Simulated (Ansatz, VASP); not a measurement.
# One calculation of W12O, two programs

```
W O
1.0
     5.51409    0.00000    0.00000
    -1.83803    5.19873    0.00000
     0.00000    0.00000   21.35601
W O
12 1
Cartesian
  0.9190 1.2997 4.0000
  0.0000 3.8990 4.0000
  3.6761 1.2997 4.0000
  2.7570 3.8990 4.0000
  0.0000 0.0000 6.1780
  -0.9190 2.5994 6.1780
  2.7570 0.0000 6.1780
  1.8380 2.5994 6.1780
  0.9190 1.2997 8.3560
  0.0000 3.8990 8.3560
  3.6761 1.2997 8.3560
  2.7570 3.8990 8.3560
  1.2254 1.7329 11.1860
```

Alike in both runs: task single point; functional PBE; k mesh 5 × 5 × 1; occupations gaussian, width 0.1 eV; no spin polarisation.

|  | VASP | Ansatz |
| --- | --- | --- |
| version | VASP 6.6.1 | Ansatz 0.2.0 |
| potentials or method | VASP PAW PBE potentials, release 64 (W_sv, O), cutoff 520 eV | scalar-relativistic, plane waves, PAW |
| valence electrons in the cell | 174 | 174 |

|  | VASP | Ansatz | Ansatz less VASP |
| --- | --- | --- | --- |
| gap on the k mesh at the Fermi level (eV) | none | none | - |
| rms of the force components (eV/Å) | 0.716 | 0.713 | -0.0032 |
| work function, face that differs most (eV) | 4.91 | 4.91 | -0.002 |

Atom by atom the forces differ by 0.014 eV/Å (rms over components). A gap of «none» marks a metal or a gap that the smearing closes.

Neither program's run includes spin-orbit coupling.
